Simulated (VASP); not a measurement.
Runs of VASP 6.6.1 on NaCl. The structure is that of space group Fm-3m (No. 225), or close to it. The cells are those of the table. 

```tsv
level	cell	k mesh	smearing	gap on the mesh (eV)	pressure (GPa)
r2SCAN	a = 3.964 Å, angles 60.0°, 2 atoms	8 × 8 × 8	gaussian 0.01 eV	6.00	-0.1
PBE	a = 4.162 Å, angles 60.0°, 2 atoms	4 × 4 × 4	gaussian 0.01 eV	4.65	-1.9
r2SCAN	a = 4.162 Å, angles 60.0°, 2 atoms	8 × 8 × 8	gaussian 0.01 eV	(a)	-3.0
PBE	a = 3.884 Å, angles 60.0°, 2 atoms	4 × 4 × 4	gaussian 0.01 eV	5.43	3.3
r2SCAN	a = 3.884 Å, angles 60.0°, 2 atoms	8 × 8 × 8	gaussian 0.01 eV	(b)	1.7
PBE	a = 3.964 Å, angles 60.0°, 2 atoms	8 × 8 × 8	fermi-dirac 0.02 eV	(c)	1.2
PBE	a = 3.884 Å, angles 60.0°, 2 atoms	8 × 8 × 8	fermi-dirac 0.02 eV	5.43	3.3
PBE	a = 3.977, b = 3.977, c = 4.003 Å, angles 59.8, 59.8, 60.4°, 2 atoms	4 × 4 × 4	gaussian 0.01 eV	5.11	0.8
PBE	a = 4.162 Å, angles 60.0°, 2 atoms	8 × 8 × 8	fermi-dirac 0.02 eV	4.65	-1.9
PBE	a = 3.977, b = 3.977, c = 4.003 Å, angles 59.8, 59.8, 60.4°, 2 atoms	8 × 8 × 8	fermi-dirac 0.02 eV	5.11	0.8
PBE	a = 3.950 Å, angles 61.6°, 2 atoms	4 × 4 × 4	gaussian 0.01 eV	4.99	0.6
PBE	a = 3.964, b = 4.003, c = 4.003 Å, angles 59.3, 60.3, 60.3°, 2 atoms	4 × 4 × 4	gaussian 0.01 eV	5.09	0.7
```

Alike in all rows: task single point; potentials or basis VASP PAW PBE potentials, release 64 (Na_pv, Cl); no spin polarisation; cutoff (eV) 520.

Task: Fill in the values left out.

Result: (a) 5.44; (b) 6.27; (c) 5.18.

Caveats: some runs use coarse meshes; the PAW data sets were made with another functional, which shifts forces and pressure a little (some runs).

A k mesh can miss the band edges.
